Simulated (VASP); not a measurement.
AlGa3N4, 8 atoms in the cell. It takes space group R3m (No. 160, trigonal). The conventional cell has a = 6.470 Å, b = 6.470 Å, c = 6.605 Å, α = 90.00°, β = 90.00°, γ = 120.00°. Within 2.2 Å of Al (site symmetry 3m) lie 4 N at 1.62 to 1.91 Å. Ga (site symmetry m) has 4 N at 1.66 to 1.96 Å within 2.2 Å. N (site symmetry m) has 3 Ga at 1.66 to 1.96 Å and 1 Al at 1.91 Å within 2.2 Å. Within 2.2 Å of N (site symmetry 3m) lie 1 Al at 1.62 Å and 3 Ga at 1.96 Å. 

| Property | Result |
| --- | --- |
| Program | VASP 6.6.1 |
| Task | single point |
| Functional | LDA |
| Potentials or basis | VASP PAW LDA potentials, release 64 (Al, Ga_d, N) |
| Cutoff | 520 eV |
| k mesh | 6 × 6 × 6 |
| Occupations | gaussian, width 0.05 eV |
| Spin | no spin polarisation |
| Dipole correction | no |
| Further INCAR settings | ALGO = Normal; EDIFF = 1e-07; NBANDS = 41 |

Potentials or basis: VASP PAW LDA potentials, release 64 (Al, Ga_d, N).

Run with:

```bash
$ cat potpaw_LDA.64/Al/POTCAR potpaw_LDA.64/Ga_d/POTCAR potpaw_LDA.64/N/POTCAR > POTCAR
$ mpirun -np 1 vasp_std > vasp.out
```

Hardware: 1 thread of AMD EPYC 9R45 96-Core Processor (Zen 5) (shared host).

Question: How long does it take, and how much memory?

Answer: It took 61 s on 1 thread of AMD EPYC 9R45 96-Core Processor (Zen 5), on a shared host, peak memory 0.18 GiB. Counts: scf iterations 15, k points 32.
